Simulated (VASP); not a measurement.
A run of VASP 6.6.1 is set up as follows.

INCAR

```
SYSTEM = CoO
ALGO = Normal ; EDIFF = 1E-6
ENCUT = 520 ; GGA = PE
ISIF = 2 ; ISMEAR = -1
ISPIN = 2 ; LASPH = .TRUE.
LCHARG = .TRUE. ; LELF = .TRUE.
LMAXMIX = 4 ; LORBIT = 11
LREAL = .FALSE. ; LVHAR = .TRUE.
LWAVE = .FALSE. ; MAGMOM = 2 0
NBANDS = 18 ; NELM = 150
PREC = Accurate ; SIGMA = 0.05
```

Contents of KPOINTS:

```
k-points
0
G
  10 10 10
  0 0 0
```

POSCAR

```
CoO
1.0
    0.0000000000      2.3896072712      2.3896072712
    2.3896072712      0.0000000000      2.3896072712
    2.3896072712      2.3896072712      0.0000000000
Co O
1 1
Direct
    0.0000000000      0.0000000000      0.0000000000
    0.2500000000      0.2500000000      0.2500000000
```

Potentials or basis: VASP PAW PBE potentials, release 64 (Co, O).

Run with:

```bash
$ cat potpaw_PBE.64/Co/POTCAR potpaw_PBE.64/O/POTCAR > POTCAR
$ mpirun -np 1 vasp_std > vasp.out
```

(1) What does it give for the net moment?

(2) Predict the pressure.

Answers

(1) 3.00 μB per cell.

(2) -16.2 GPa.

Caveat: a cell with one magnetic atom can't hold antiferromagnetic order, which such compounds often take.
